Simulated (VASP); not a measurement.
# Ga2BAs3 (P6/mmm) in VASP: notebook

Runs on Ga2BAs3. Level: PBE. Tasks: relaxation of cell and atoms, single point.

All numbers are computed with VASP 6.6.1; they aren't measurements. Logs are shortened: lines on timing, memory, paths and dates and some standing lists are left out, and cuts for length are marked.

**1. The cell of the first run**

The structure is hexagonal, space group P6/mmm (No. 191). Conventional cell: a = 4.783 Å, b = 4.783 Å, c = 5.892 Å, α = 90.00°, β = 90.00°, γ = 120.00°. Within 2.5 Å of Ga (site symmetry 6mm) lie 1 Ga at 1.87 Å and 1 B at 2.01 Å. B (site symmetry 6/mmm) has 2 Ga at 2.01 Å and 6 As at 2.39 Å within 2.7 Å. As (site symmetry mmm) has 2 B at 2.39 Å and 4 As at 2.39 Å and 4 Ga at 3.13 Å within 3.2 Å.

The cell was generated, and may not be a known phase.

**2. Relaxation of cell and atoms, PBE**

Contents of INCAR:

```
  PREC = Accurate
  ENCUT = 600
  EDIFF = 1E-7
  ISMEAR = 0
  SIGMA = 0.1
  LREAL = F
  LASPH = T
  NELM = 80
  ALGO = Normal
  ISIF = 3
  LWAVE = F
  LCHARG = F
  GGA = PE
  IBRION = 2
  NSW = 90
  EDIFFG = -0.04
```

Contents of KPOINTS:

```
regular mesh
0
Gamma
  6 6 4
```

Contents of POSCAR:

```
Ga2BAs3
1.0
    4.7828748000      0.0000000000      0.0000000000
   -2.3914374000      4.1420910800      0.0000000000
    0.0000000000      0.0000000000      5.8920310500
Ga B As
2 1 3
Direct
    0.0000000000      0.0000000000      0.8416425700
    0.0000000000      0.0000000000      0.1583574300
    0.0000000000      0.0000000000      0.5000000000
    0.5000000000      0.0000000000      0.5000000000
    0.0000000000      0.5000000000      0.5000000000
    0.5000000000      0.5000000000      0.5000000000
```

Potentials or basis: VASP PAW PBE potentials, release 64 (Ga_d, B, As).

Started as:

```sh
$ cat potpaw_PBE.64/Ga_d/POTCAR potpaw_PBE.64/B/POTCAR potpaw_PBE.64/As/POTCAR > POTCAR
$ mpirun -np 1 vasp_std > vasp.out
```

OUTCAR:

```text
PREC = Accurate
   ENCUT = 600
   EDIFF = 1E-7
   ISMEAR = 0
   LREAL = F
   LASPH = T
   NELM = 80
   ISIF = 3
   GGA = PE
   IBRION = 2
   NSW = 90
   EDIFFG = -0.04

 ion  position               nearest neighbor table
   1  0.000  0.000  0.842-   2 1.87   3 2.01
   2  0.000  0.000  0.158-   1 1.87   3 2.01
   3  0.000  0.000  0.500-   1 2.01   2 2.01   4 2.39   4 2.39   6 2.39   5 2.39   5 2.39   6 2.39

   4  0.500  0.000  0.500-   3 2.39   3 2.39   6 2.39   6 2.39   5 2.39   5 2.39
   5  0.000  0.500  0.500-   6 2.39   6 2.39   3 2.39   3 2.39   4 2.39   4 2.39
   6  0.500  0.500  0.500-   5 2.39   5 2.39   3 2.39   4 2.39   4 2.39   3 2.39

  LATTYP: Found a hexagonal cell.
 ALAT       =     4.7828748000
 C/A-ratio  =     1.2319015856

  Lattice vectors:

 A1 = (   4.7828748000,   0.0000000000,   0.0000000000)
 A2 = (  -2.3914374000,   4.1420910800,   0.0000000000)
 A3 = (   0.0000000000,   0.0000000000,   5.8920310500)

Analysis of symmetry for initial positions (statically):
=====================================================================
 Subroutine PRICEL returns:
 Original cell was already a primitive cell.

 Routine SETGRP: Setting up the symmetry group for a
 hexagonal supercell.

 Subroutine GETGRP returns: Found 24 space group operations
 (whereof 24 operations were pure point group operations)
 out of a pool of 24 trial point group operations.

The static configuration has the point symmetry D_6h.

Analysis of symmetry for dynamics (positions and initial velocities):
=====================================================================
 Subroutine PRICEL returns:
 Original cell was already a primitive cell.

 Routine SETGRP: Setting up the symmetry group for a
 hexagonal supercell.

 Subroutine GETGRP returns: Found 24 space group operations
 (whereof 24 operations were pure point group operations)
 out of a pool of 24 trial point group operations.

The dynamic configuration has the point symmetry D_6h.

 Subroutine INISYM returns: Found 24 space group operations
 (whereof 24 operations are pure point group operations),
 and found     1 'primitive' translations

----------------------------------------------------------------------------------------

                                     Primitive cell

  volume of cell :     116.7276

  direct lattice vectors                    reciprocal lattice vectors
     4.782874800  0.000000000  0.000000000     0.209079276  0.120711976  0.000000000
    -2.391437400  4.142091080  0.000000000     0.000000000  0.241423952  0.000000000
     0.000000000  0.000000000  5.892031050     0.000000000  0.000000000  0.169720762

  length of vectors
     4.782874800  4.782874800  5.892031050     0.241423952  0.241423952  0.169720762

  position of ions in fractional coordinates (direct lattice)
     0.000000000  0.000000000  0.841642570
     0.000000000  0.000000000  0.158357430
     0.000000000  0.000000000  0.500000000
     0.500000000  0.000000000  0.500000000
     0.000000000  0.500000000  0.500000000
     0.500000000  0.500000000  0.500000000

  ion indices of the primitive-cell ions
   primitive index   ion index
                 1           1
                 2           2
                 3           3
                 4           4
                 5           5
                 6           6

----------------------------------------------------------------------------------------

 KPOINTS: regular mesh

Automatic generation of k-mesh.
 Grid dimensions read from file:
 generate k-points for:    6    6    4

 Generating k-lattice:

  Cartesian coordinates                     Fractional coordinates (reciprocal lattice)
     0.034846546  0.020118663  0.000000000     0.166666667  0.000000000  0.000000000
     0.000000000  0.040237325  0.000000000     0.000000000  0.166666667  0.000000000
     0.000000000  0.000000000  0.042430191     0.000000000  0.000000000  0.250000000

  Length of vectors
     0.040237325  0.040237325  0.042430191

  Shift w.r.t. Gamma in fractional coordinates (k-lattice)
     0.000000000  0.000000000  0.000000000

 Subroutine IBZKPT returns following result:
 ===========================================

 Found     21 irreducible k-points:

 Following reciprocal coordinates:
            Coordinates               Weight
  0.000000  0.000000  0.000000      1.000000
  0.166667  0.000000  0.000000      6.000000
  0.333333 -0.000000  0.000000      6.000000
  0.500000  0.000000  0.000000      3.000000
  0.166667  0.166667  0.000000      6.000000
  0.333333  0.166667  0.000000     12.000000
[... 13 lines left out ...]
  0.333333  0.166667  0.500000     12.000000
  0.333333  0.333333  0.500000      2.000000
   k-points           NKPTS =     21   k-points in BZ     NKDIM =     21   number of bands    NBANDS=     26
   number of dos      NEDOS =    301   number of ions     NIONS =      6
   total plane-waves  NPLWV =  76800
   dimension x,y,z NGX =    40 NGY =   40 NGZ =   48
   dimension x,y,z NGXF=    80 NGYF=   80 NGZF=   96
   ions per type =               2   1   3
   NGX,Y,Z   is equivalent  to a cutoff of  13.90, 13.90, 13.54 a.u.
   NGXF,Y,Z  is equivalent  to a cutoff of  27.81, 27.81, 27.09 a.u.
 SYSTEM =  unknown system
   PREC   = accura    normal or accurate (medium, high low for compatibility)
   ISTART =      0    job   : 0-new  1-cont  2-samecut
   ICHARG =      2    charge: 1-file 2-atom 10-const
   ISPIN  =      1    spin polarized calculation?
   LNONCOLLINEAR =      F non collinear calculations
   LSORBIT =      F    spin-orbit coupling
   LASPH  =      T    aspherical Exc in radial PAW
   ENCUT  =  600.0 eV  44.10 Ry    6.64 a.u.   9.55  9.55 11.77*2*pi/ulx,y,z
   NELM   =     80;   NELMIN=  2; NELMDL= -5     # of ELM steps
   EDIFF  = 0.1E-06   stopping-criterion for ELM
   LREAL  =      F    real-space projection
   EDIFFG = -.4E-01   stopping-criterion for IOM
   NSW    =     90    number of steps for IOM
   IBRION =      2    ionic relax: 0-MD 1-quasi-New 2-CG
   NFREE  =      1    steps in history (QN), initial steepest desc. (CG)
   ISIF   =      3    stress and relaxation
   ISYM   =      2    0-nonsym 1-usesym 2-fastsym
   POTIM  = 0.5000    time-step for ionic-motion
   TEBEG  =    0.0;   TEEND  =   0.0 temperature during run
   PSTRESS=    0.0 pullay stress
   NELECT =      44.0000    total number of electrons
   NUPDOWN=      -1.0000    fix difference up-down
   EMIN   =  10.00;   EMAX   =-10.00  energy-range for DOS
   EFERMI =   0.00;   METHOD = LEGACY
   ISMEAR =     0;   SIGMA  =   0.10  broadening in eV -4-tet -1-fermi 0-gaus
   EFERMI_NEDOS =   21; number of points for ismear=-14 and -15
   IALGO  =     38    algorithm
   IMIX   =      4    mixing-type and parameters
     AMIX     =   0.40;   BMIX     =  1.00
     AMIX_MAG =   1.60;   BMIX_MAG =  1.00
  volume/ion in A,a.u.               =      19.45       131.29
  Fermi-wavevector in a.u.,A,eV,Ry     =   1.182591  2.234773 19.028033  1.398521
  Thomas-Fermi vector in A             =   2.318842
   LORBIT       =      0    0 simple, 1 ext, 2 COOP (PROOUT), +10 PAW based schemes
   GGA     = PE    functional components
   LHFCALC =     F    Hartree Fock is set to
   AEXX    =    0.0000 exact exchange contribution
   IVDW    =     0    specifies the selected vdW correction
   LEPSILON=     F    determine dielectric tensor
   LRPA    =     F    only Hartree local field effects (RPA)
 conjugate gradient relaxation of ions
 non-spin polarized calculation
 Gauss-broadening in eV      SIGMA  =   0.10
  energy-cutoff  :      600.00
  volume of cell :      116.73
 maximum number of plane-waves:      3936
 NGX is ok and might be reduce to    40
   NGX = 19   NGY = 19   NGZ = 23

--------------------------------------- Ionic step        1  -------------------------------------------

 number of electron      43.9999992 magnetization

 Free energy of the ion-electron system (eV)
  ---------------------------------------------------
  ext. energy  EPLUGINS =         0.00000000
  ---------------------------------------------------
  free energy    TOTEN  =       -16.73591633 eV

  energy without entropy =      -16.71308117  energy(sigma->0) =      -16.72449875

 E-fermi :   5.0770     XC(G=0):  -9.7294

 val. band max:        5.0565083883   @ k =   0.3333   0.1667   0.5000
 cond. band min:       5.1066181529   @ k =   0.3333   0.3333   0.5000
 fundamental gap:      0.0501097645
 Fermi energy:         5.0770036057

 k-point     1 :       0.0000    0.0000    0.0000
  band No.  band energies     occupation
      1     -12.3809      2.00000
      2     -11.5707      2.00000
      3     -11.4979      2.00000
      4     -11.4979      2.00000
      5     -10.8958      2.00000
      6     -10.8958      2.00000
[... 18 lines left out ...]
     25       7.5669      0.00000
     26       7.5669      0.00000

 k-point     2 :       0.1667    0.0000    0.0000
  band No.  band energies     occupation
      1     -12.3488      2.00000
      2     -11.5434      2.00000
      3     -11.4987      2.00000
      4     -11.3348      2.00000
      5     -10.8962      2.00000
      6     -10.8942      2.00000
[... 18 lines left out ...]
     25       8.4407      0.00000
[... 843 lines left out ...]
 VOLUME and BASIS-vectors are now :
 -----------------------------------------------------------------------------
  energy-cutoff  :      600.00
  volume of cell :      163.48
      direct lattice vectors                 reciprocal lattice vectors
     5.392189747  0.000000000 -0.000000000     0.185453414  0.107071579  0.000000000
    -2.696094873  4.669773303 -0.000000000    -0.000000000  0.214143158  0.000000000
    -0.000000000 -0.000000000  6.492413311     0.000000000  0.000000000  0.154025930

 POSITION                                       TOTAL-FORCE (eV/Angst)
 -----------------------------------------------------------------------------------
     -0.00000     -0.00000      5.24403         0.000000      0.000000     -0.066284
     -0.00000     -0.00000      1.24838        -0.000000     -0.000000      0.066284
     -0.00000     -0.00000      3.24621         0.000000     -0.000000      0.000000
      2.69609     -0.00000      3.24621         0.000000     -0.000000      0.000000
     -1.34805      2.33489      3.24621         0.000000     -0.000000      0.000000
      1.34805      2.33489      3.24621         0.000000     -0.000000      0.000000
 -----------------------------------------------------------------------------------
    total drift:                                0.000000      0.000000      0.000000

  FREE ENERGIE OF THE ION-ELECTRON SYSTEM (eV)
  ---------------------------------------------------
  free  energy   TOTEN  =       -21.5388100445 eV

  energy  without entropy=      -21.5233022268  energy(sigma->0) =      -21.53105614

--------------------------------------- Ionic step        9  -------------------------------------------

 number of electron      43.9999952 magnetization

 Free energy of the ion-electron system (eV)
  ---------------------------------------------------
  ext. energy  EPLUGINS =         0.00000000
  ---------------------------------------------------
  free energy    TOTEN  =       -21.53931473 eV

  energy without entropy =      -21.52353360  energy(sigma->0) =      -21.53142417

 E-fermi :   2.5184     XC(G=0):  -8.1798

 val. band max:        2.4670854913   @ k =   0.3333  -0.0000   0.0000
 cond. band min:       2.5233127775   @ k =   0.1667   0.1667   0.5000
 fundamental gap:      0.0562272862
 Fermi energy:         2.5184341937

 k-point     1 :       0.0000    0.0000    0.0000
  band No.  band energies     occupation
      1     -13.1983      2.00000
      2     -12.9726      2.00000
      3     -12.9726      2.00000
      4     -12.9705      2.00000
      5     -12.9705      2.00000
      6     -12.9473      2.00000
[... 18 lines left out ...]
     25       4.5253      0.00000
     26       4.5253      0.00000

 k-point     2 :       0.1667    0.0000    0.0000
  band No.  band energies     occupation
      1     -13.1962      2.00000
      2     -12.9750      2.00000
      3     -12.9730      2.00000
      4     -12.9705      2.00000
      5     -12.9699      2.00000
      6     -12.9473      2.00000
[... 18 lines left out ...]
     25       5.0782      0.00000
[... 555 lines left out ...]
  FORCE on cell =-STRESS in cart. coord.  units (eV):
  Direction    XX          YY          ZZ          XY          YZ          ZX
  --------------------------------------------------------------------------------------
  -------------------------------------------------------------------------------------
  Total        0.1864745      0.1864745     -0.0715364      0.0000000      0.0000000      0.0000000
  in kB        1.8198534      1.8198534     -0.6981425      0.0000000      0.0000000      0.0000000
  external PRESSURE =       0.9805215 kB  Pullay stress =       0.0000000 kB

 VOLUME and BASIS-vectors are now :
 -----------------------------------------------------------------------------
  energy-cutoff  :      600.00
  volume of cell :      164.17
      direct lattice vectors                 reciprocal lattice vectors
     5.392221467  0.000000000 -0.000000000     0.185452324  0.107070949  0.000000000
    -2.696110734  4.669800774 -0.000000000    -0.000000000  0.214141898  0.000000000
    -0.000000000 -0.000000000  6.519697787     0.000000000  0.000000000  0.153381343

 POSITION                                       TOTAL-FORCE (eV/Angst)
 -----------------------------------------------------------------------------------
     -0.00000     -0.00000      5.25961        -0.000000     -0.000000      0.023174
     -0.00000     -0.00000      1.26008         0.000000      0.000000     -0.023174
     -0.00000     -0.00000      3.25985         0.000000      0.000000      0.000000
      2.69611     -0.00000      3.25985         0.000000      0.000000      0.000000
     -1.34806      2.33490      3.25985         0.000000      0.000000      0.000000
      1.34806      2.33490      3.25985         0.000000      0.000000      0.000000
 -----------------------------------------------------------------------------------
    total drift:                                0.000000      0.000000      0.000000

  FREE ENERGIE OF THE ION-ELECTRON SYSTEM (eV)
  ---------------------------------------------------
  free  energy   TOTEN  =       -21.5393147288 eV

  energy  without entropy=      -21.5235336031  energy(sigma->0) =      -21.53142417

 reached required accuracy - stopping structural energy minimisation
```

It took 5.9 min on 1 thread of Intel Xeon 6975P-C (Granite Rapids), shared host; peak memory 0.31 GiB.

Results:

```yaml
Free_energy: -21.5393 eV
Relaxed_volume: 27.36 Å³/atom
Relaxed_cell: a = 5.392 Å, b = 5.392 Å, c = 6.520 Å, α = 90.00°, β = 90.00°, γ = 120.00°
Space_group_after_relaxing_to_0.1_Å: P6/mmm (No. 191)
Energy_gained_by_relaxing: 800.6 meV/atom
Ionic_steps: 9
Pressure_after_relaxing: 0.1 GPa
Largest_force_after_relaxing: 0.023 eV/Å
Band_gap_on_the_k_mesh: zero (bands 22 and 23 overlap by 1.31 eV)
```

Forces in eV/Å, atoms in the order of the input:
```
Ga   0.000  0.000  0.023
Ga   0.000  0.000 -0.023
B    0.000  0.000  0.000
As   0.000  0.000  0.000
As   0.000  0.000  0.000
As   0.000  0.000  0.000
```

Stress tensor (GPa, compression positive):
```
 0.18  0.00  0.00
 0.00  0.18  0.00
 0.00  0.00 -0.07
```

Step by step:
| step | energy change (eV) | largest force (eV/Å) | pressure (GPa) | volume (Å³) |
| --- | --- | --- | --- | --- |
| 1 | 0.0000 | 11.5937 | 30.68 | 116.73 |
| 2 | -2.1517 | 7.8950 | 3.40 | 191.66 |
| 3 | -4.0924 | 3.3454 | 8.32 | 148.02 |
| 4 | -4.6338 | 0.6392 | -2.82 | 180.62 |
| 5 | -4.7710 | 0.3222 | -0.32 | 168.84 |
| 6 | -4.7709 | 0.3655 | -0.20 | 168.41 |
| 7 | -4.7863 | 0.2854 | -0.16 | 167.05 |
| 8 | -4.8029 | 0.0663 | 0.21 | 163.48 |
| 9 | -4.8034 | 0.0232 | 0.10 | 164.17 |

Final structure:
```xyz
6
Lattice="5.3922 0.0000 0.0000 -2.6961 4.6698 0.0000 0.0000 0.0000 6.5197" Properties=species:S:1:pos:R:3 pbc="T T T"
Ga    0.0000    0.0000    5.2596
Ga    0.0000    0.0000    1.2601
B     0.0000    0.0000    3.2598
As    2.6961    0.0000    3.2598
As   -1.3481    2.3349    3.2598
As    1.3481    2.3349    3.2598
```

Levels at points of the mesh, in eV from the Fermi level:
| k point | band 18 | band 19 | band 20 | band 21 | band 22 | band 23 | band 24 | band 25 | band 26 |
| --- | --- | --- | --- | --- | --- | --- | --- | --- | --- |
| (0.00, 0.00, 0.00) | -5.58 | -5.05 | -1.91 | 0.35 | 0.35 | 1.69 | 1.69 | 2.01 | 2.01 |
| (0.50, 0.00, 0.00) | -2.78 | -2.66 | -1.16 | -0.96 | -0.76 | -0.51 | 0.13 | 1.01 | 1.30 |
| (0.00, 0.00, 0.50) | -5.53 | -3.39 | -1.63 | -0.64 | 0.26 | 0.26 | 0.42 | 0.42 | 3.48 |
| (0.50, 0.00, 0.50) | -2.75 | -2.58 | -1.05 | -1.00 | -0.91 | -0.76 | -0.54 | 0.80 | 1.38 |

Caveat: the volume moved by over 15 % at a fixed basis, so the end points are rough.

**3. Single point, PBE**

This run uses another cell than the first one, of 26.84 Å³/atom.

Contents of INCAR:

```
ALGO     = Normal         # electronic algorithm
EDIFF    = 1E-6           # SCF threshold, eV
ENCUT    = 520            # plane-wave cutoff, eV
GGA      = PE             # functional
ISIF     = 2              # what is computed and relaxed
ISMEAR   = 0              # smearing method
LASPH    = T              # aspherical terms in the spheres
LCHARG   = F              # write CHGCAR
LREAL    = F              # projectors in reciprocal space
LWAVE    = F              # write WAVECAR
NBANDS   = 31             # bands
NELM     = 60             # most SCF steps
PREC     = Accurate       # precision mode
SIGMA    = 0.1            # smearing width, eV
```

Contents of KPOINTS:

```
k-points
0
Gamma
  12 12 6
```

Contents of POSCAR:

```
Ga2BAs3
1.0
    5.4591316470      0.0000000000      0.0000000000
   -2.7295658235      4.7277466889      0.0000000000
    0.0000000000      0.0000000000      6.2399924367
Ga B As
2 1 3
Direct
    0.0000000000      0.0000000000      0.8102990114
    0.0000000000      0.0000000000      0.1897009886
    0.0000000000      0.0000000000      0.5000000000
    0.5000000000      0.0000000000      0.5000000000
    0.0000000000      0.5000000000      0.5000000000
    0.5000000000      0.5000000000      0.5000000000
```

Potentials or basis: VASP PAW PBE potentials, release 64 (Ga_d, B, As).

Started as:

```sh
$ cat potpaw_PBE.64/Ga_d/POTCAR potpaw_PBE.64/B/POTCAR potpaw_PBE.64/As/POTCAR > POTCAR
$ mpirun -np 1 vasp_std > vasp.out
```

Run time: 3.2 min. Hardware: 1 thread of Intel Xeon 6975P-C (Granite Rapids), shared host; peak memory 0.5 GiB.

It converged, with:

| Item | Value |
| --- | --- |
| Free energy | -21.4964 eV |
| Pressure | 0.0 GPa |
| Largest force | 0.038 eV/Å |
| Band gap on the k mesh | zero (bands 22 and 23 overlap by 1.13 eV) |

Forces on the atoms (eV/Å):
```
Ga   0.000  0.000 -0.038
Ga   0.000  0.000  0.038
B    0.000  0.000  0.000
As   0.000  0.000  0.000
As   0.000  0.000  0.000
As   0.000  0.000  0.000
```

Levels at points of the mesh, in eV from the Fermi level:
```
           k point  band 18  band 19  band 20  band 21  band 22  band 23  band 24  band 25  band 26  band 27
(0.00, 0.00, 0.00)    -5.40    -5.19    -1.81     0.43     0.43     1.59     1.59     2.19     2.19     3.28
(0.50, 0.00, 0.00)    -2.75    -2.69    -1.17    -0.84    -0.66    -0.38     0.15     0.96     1.37     1.49
(0.00, 0.00, 0.50)    -5.33    -3.31    -1.66     0.16     0.24     0.24     0.30     0.30     3.43     3.43
(0.50, 0.00, 0.50)    -2.76    -2.57    -1.09    -0.95    -0.82    -0.66     0.06     0.75     1.49     1.84
```

The gap in the log of VASP goes by the Fermi energy; the results here count the filled bands.